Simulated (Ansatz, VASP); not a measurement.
# InSb: VASP beside Ansatz

```xyz
4
Lattice="5.3570 0.0000 0.0000 0.0000 5.7120 0.0000 0.0000 0.0000 3.0630" Properties=species:S:1:pos:R:3 pbc="T T T"
In    0.0000    0.0000    0.5276
In    2.6785    2.8560   -0.5276
Sb    2.6785    0.0000    2.1899
Sb    0.0000    2.8560    0.8731
```

Alike in both runs: functional PBE; k mesh 9 × 8 × 15; occupations fermi-dirac, width 0.05 eV; no spin polarisation.

Ansatz relaxed the structure, and its values are those at the end. VASP's run is a single point on that final structure, the one shown.

|  | VASP | Ansatz |
| --- | --- | --- |
| version | VASP 6.6.1 | Ansatz 0.2.0 |
| potentials or method | VASP PAW PBE potentials, release 64 (In_d, Sb) | plane-wave PAW, scalar-relativistic |
| plane-wave cutoff (eV) | 520 | 420 |
| valence electrons in the cell | 36 | 56 |

VASP gave:

```
pressure (GPa)                     : 13.6
rms of the force components (eV/Å) : 0.006
```

Q: What did Ansatz give for the same quantities?

A: Pressure (GPa): 13.6; rms of the force components (eV/Å): 0.005.

VASP's potentials hold 36 valence electrons a cell and Ansatz's 56, so a difference there can come from the potentials and not from the codes. Ansatz's warnings: stress scf threshold loose.

Neither program's run includes spin-orbit coupling.
